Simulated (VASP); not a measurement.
# Cd2S (P3m1) in VASP: a series of runs, part 2 of 2

VASP 6.6.1. The steps go on from the part before.

## (5) Relaxation of cell and atoms, PBE+D3(BJ)

Input file INCAR:

```
  ALGO = Normal
  EDIFF = 1E-6
  EDIFFG = -0.01
  ENCUT = 600
  GGA = PE
  IBRION = 2
  ISIF = 3
  ISMEAR = -1
  IVDW = 12
  LASPH = T
  LCHARG = F
  LREAL = F
  LWAVE = F
  NELM = 100
  NSW = 60
  PREC = Accurate
  SIGMA = 0.05
```

Input file KPOINTS:

```
k-points
0
Gamma
  8 8 5
```

Input file POSCAR:

```
Cd2S
1.0
    3.9626700490      0.0000000000      0.0000000000
   -1.9813350245      3.4317729293      0.0000000000
    0.0000000000      0.0000000000      5.8091920000
Cd S
2 1
Direct
    0.3333333333      0.6666666667      0.9327170000
    0.6666666667      0.3333333333      0.5787350000
    0.3333333333      0.6666666667      0.3657050000
```

Potentials or basis: VASP PAW PBE potentials, release 64 (Cd, S).

Started as:

```
> cat potpaw_PBE.64/Cd/POTCAR potpaw_PBE.64/S/POTCAR > POTCAR
> mpirun -np 1 vasp_std > vasp.out
```

OUTCAR:

```text
EDIFF = 1E-6
   EDIFFG = -0.01
   ENCUT = 600
   GGA = PE
   IBRION = 2
   ISIF = 3
   ISMEAR = -1
   IVDW = 12
   LASPH = T
   LREAL = F
   NELM = 100
   NSW = 60
   PREC = Accurate
 IVDW          = 12

 ion  position               nearest neighbor table
   1  0.333  0.667  0.933-   3 2.52   2 3.08   2 3.08   2 3.08
   2  0.667  0.333  0.579-   3 2.60   3 2.60   3 2.60   1 3.08   1 3.08   1 3.08
   3  0.333  0.667  0.366-   1 2.52   2 2.60   2 2.60   2 2.60

  LATTYP: Found a hexagonal cell.
 ALAT       =     3.9626700490
 C/A-ratio  =     1.4659792332

  Lattice vectors:

 A1 = (   3.9626700490,   0.0000000000,   0.0000000000)
 A2 = (  -1.9813350245,   3.4317729293,   0.0000000000)
 A3 = (   0.0000000000,   0.0000000000,   5.8091920000)

Analysis of symmetry for initial positions (statically):
=====================================================================
 Subroutine PRICEL returns:
 Original cell was already a primitive cell.

 Routine SETGRP: Setting up the symmetry group for a
 hexagonal supercell.

 Subroutine GETGRP returns: Found  6 space group operations
 (whereof  6 operations were pure point group operations)
 out of a pool of 24 trial point group operations.

The static configuration has the point symmetry C_3v.

Analysis of symmetry for dynamics (positions and initial velocities):
=====================================================================
 Subroutine PRICEL returns:
 Original cell was already a primitive cell.

 Routine SETGRP: Setting up the symmetry group for a
 hexagonal supercell.

 Subroutine GETGRP returns: Found  6 space group operations
 (whereof  6 operations were pure point group operations)
 out of a pool of 24 trial point group operations.

The dynamic configuration has the point symmetry C_3v.

 Subroutine INISYM returns: Found  6 space group operations
 (whereof  6 operations are pure point group operations),
 and found     1 'primitive' translations

----------------------------------------------------------------------------------------

                                     Primitive cell

  volume of cell :      78.9991

  direct lattice vectors                    reciprocal lattice vectors
[... 109 lines left out ...]
     AMIX_MAG =   1.60;   BMIX_MAG =  1.00
  volume/ion in A,a.u.               =      26.33       177.70
  Fermi-wavevector in a.u.,A,eV,Ry     =   1.185517  2.240303 19.122322  1.405451
  Thomas-Fermi vector in A             =   2.321709
   LORBIT       =      0    0 simple, 1 ext, 2 COOP (PROOUT), +10 PAW based schemes
   GGA     = PE    functional components
   LHFCALC =     F    Hartree Fock is set to
   AEXX    =    0.0000 exact exchange contribution
   IVDW    =    12    specifies the selected vdW correction
   LEPSILON=     F    determine dielectric tensor
   LRPA    =     F    only Hartree local field effects (RPA)
 conjugate gradient relaxation of ions
 non-spin polarized calculation
  energy-cutoff  :      600.00
  volume of cell :       79.00
 maximum number of plane-waves:      2652
   NGX = 15   NGY = 15   NGZ = 23

--------------------------------------- Ionic step        1  -------------------------------------------

 number of electron      30.0000005 magnetization

 Free energy of the ion-electron system (eV)
  ---------------------------------------------------
  ext. energy  EPLUGINS =         0.00000000
  ---------------------------------------------------
  free energy    TOTEN  =        -6.24000878 eV

  energy without entropy =       -6.23839746  energy(sigma->0) =       -6.23920312

------------------------ aborting loop because EDIFF is reached ----------------------------------------

 Edisp (eV)   -0.93844

 E8    (eV) :    -0.3954
[... 108 lines left out ...]
  FREE ENERGIE OF THE ION-ELECTRON SYSTEM (eV)
  ---------------------------------------------------
  free  energy   TOTEN  =        -7.2004288544 eV

  energy  without entropy=       -7.1985869324  energy(sigma->0) =       -7.19950789

[... ionic steps 4 to 10 ...]

--------------------------------------- Ionic step       11  -------------------------------------------

 number of electron      30.0000001 magnetization

------------------------ aborting loop because EDIFF is reached ----------------------------------------
[... 77 lines left out ...]
--------------------------------------- Ionic step       13  -------------------------------------------

 number of electron      30.0000001 magnetization

 Free energy of the ion-electron system (eV)
  ---------------------------------------------------
  ext. energy  EPLUGINS =         0.00000000
  ---------------------------------------------------
  free energy    TOTEN  =        -6.20758212 eV

  energy without entropy =       -6.20549410  energy(sigma->0) =       -6.20653811

 E-fermi :   1.8074     XC(G=0):  -9.5773

 val. band max:        1.6936558862   @ k =   0.3750   0.2500   0.2000
 cond. band min:       1.8809188880   @ k =   0.5000  -0.0000   0.2000
 fundamental gap:      0.1872630018
 Fermi energy:         1.8073917732

 k-point     1 :       0.0000    0.0000    0.0000
  band No.  band energies     occupation
      1     -11.0961      2.00000
      2      -6.7509      2.00000
      3      -6.7509      2.00000
      4      -6.6498      2.00000
      5      -6.6498      2.00000
      6      -6.6049      2.00000
[... 505 lines left out ...]
      6      -6.4448      2.00000
[... 11 lines left out ...]
     18       6.4248      0.00000
     19       7.7758      0.00000

 [... further k-points ...]

------------------------ aborting loop because EDIFF is reached ----------------------------------------

 Edisp (eV)   -0.99895

 E8    (eV) :    -0.4213
[... 26 lines left out ...]
  FREE ENERGIE OF THE ION-ELECTRON SYSTEM (eV)
  ---------------------------------------------------
  free  energy   TOTEN  =        -7.2065298337 eV

  energy  without entropy=       -7.2044418139  energy(sigma->0) =       -7.20548582

 reached required accuracy - stopping structural energy minimisation
```

OSZICAR:

```text
N       E                     dE             d eps       ncg     rms          rms(c)
DAV:   1     0.222921235026E+03    0.22292E+03   -0.16496E+04  1520   0.165E+03
DAV:   2     0.411252701311E+01   -0.21881E+03   -0.21190E+03  1615   0.382E+02
DAV:   3    -0.690897634449E+01   -0.11022E+02   -0.10891E+02  1744   0.846E+01
[... 93 lines left out ...]
DAV:   1    -0.620790221901E+01   -0.70612E-03   -0.20398E-02  1556   0.121E+00    0.119E-01
DAV:   2    -0.620767310569E+01    0.22911E-03   -0.46535E-04  1633   0.329E-01    0.548E-02
DAV:   3    -0.620759796421E+01    0.75141E-04   -0.11727E-04  1633   0.107E-01    0.317E-02
DAV:   4    -0.620758299461E+01    0.14970E-04   -0.24149E-05  1643   0.500E-02    0.899E-03
DAV:   5    -0.620758212116E+01    0.87345E-06   -0.30159E-06  1230   0.212E-02
  13 F= -.72065298E+01 E0= -.72054858E+01  d E =-.641651E-05
```

It took 11 min on 1 thread of Intel Xeon 8259CL, shared host; peak memory 0.27 GiB.

Results:

```
Free energy                           : -7.2065 eV
Relaxed volume                        : 24.86 Å³/atom
Relaxed cell                          : a = 3.854 Å, b = 3.854 Å, c = 5.798 Å, α = 90.00°, β = 90.00°, γ = 120.00°
Space group after relaxing (to 0.1 Å) : P3m1 (No. 156)
Energy gained by relaxing             : 9.4 meV/atom
Ionic steps                           : 13
Pressure after relaxing               : 0.0 GPa
Largest force after relaxing          : 0.006 eV/Å
Band gap on the k mesh                : 0.19 eV (least direct gap 0.59 eV)
Dispersion energy per atom            : -0.333 eV
```

Forces on the atoms (eV/Å):
```
Cd   0.000  0.000  0.006
Cd   0.000  0.000 -0.002
S    0.000  0.000 -0.004
```

The path:
| step | energy change (eV) | largest force (eV/Å) | pressure (GPa) | volume (Å³) |
| --- | --- | --- | --- | --- |
| 1 | 0.0000 | 0.0643 | -1.95 | 79.00 |
| 2 | -0.0219 | 0.1421 | 0.13 | 75.40 |
| 3 | -0.0220 | 0.1297 | 0.00 | 75.59 |
| 4 | -0.0253 | 0.1150 | 0.01 | 75.25 |
| 5 | -0.0265 | 0.1469 | 0.01 | 74.93 |
| 6 | -0.0279 | 0.0453 | -0.03 | 74.82 |
| 7 | -0.0280 | 0.0145 | -0.05 | 74.78 |
| 8 | -0.0280 | 0.0169 | -0.06 | 74.77 |
| 9 | -0.0281 | 0.0069 | 0.03 | 74.64 |
| 10 | -0.0281 | 0.0055 | 0.03 | 74.63 |
| 11 | -0.0281 | 0.0040 | 0.03 | 74.61 |
| 12 | -0.0281 | 0.0011 | 0.04 | 74.56 |
| 13 | -0.0281 | 0.0059 | 0.01 | 74.59 |

Final structure:
```
Cd S
1.0
     3.85437    0.00000    0.00000
    -1.92719    3.33799    0.00000
     0.00000    0.00000    5.79769
Cd S
2 1
Direct
  0.33333 0.66667 0.93390
  0.66667 0.33333 0.58140
  0.33333 0.66667 0.36186
```

Caveat: semilocal functionals underestimate gaps, and a narrow one can read as zero.

## (6) The runs side by side

| task | level | cell | cutoff (eV) | gap on the mesh (eV) | pressure (GPa) | relaxed volume (Å³/atom) | largest force (eV/Å) |
| --- | --- | --- | --- | --- | --- | --- | --- |
| single point | PBE | a = 3.960, b = 3.960, c = 5.814 Å, angles 90.0, 90.0, 120.0°, 3 atoms, atomic positions A | 520 | 0.23 | 0.3 | - | 0.02 |
| single point | PBE+D3(BJ) | a = 3.963, b = 3.963, c = 5.809 Å, angles 90.0, 90.0, 120.0°, 3 atoms, atomic positions B | 520 | 0.23 | -1.9 | - | 0.06 |
| relaxation of cell and atoms | PBE | relaxed from a = 3.963, b = 3.963, c = 5.809 Å, angles 90.0, 90.0, 120.0°, 3 atoms, atomic positions B | 600 | 0.24 | 0.0 | 26.44 | 0.01 |
| relaxation of cell and atoms | PBE+D3(BJ) | relaxed from a = 3.963, b = 3.963, c = 5.809 Å, angles 90.0, 90.0, 120.0°, 3 atoms, atomic positions B | 600 | 0.19 | 0.0 | 24.86 | 0.01 |

Alike in all rows: potentials or basis VASP PAW PBE potentials, release 64 (Cd, S); no spin polarisation; k mesh 8 × 8 × 5; smearing fermi-dirac 0.05 eV.

Caveats: semilocal functionals underestimate gaps, and a narrow one can read as zero; three body term missing (at least some runs).

Total energies depend on the potentials used, so only differences within one code and one set of settings carry meaning.
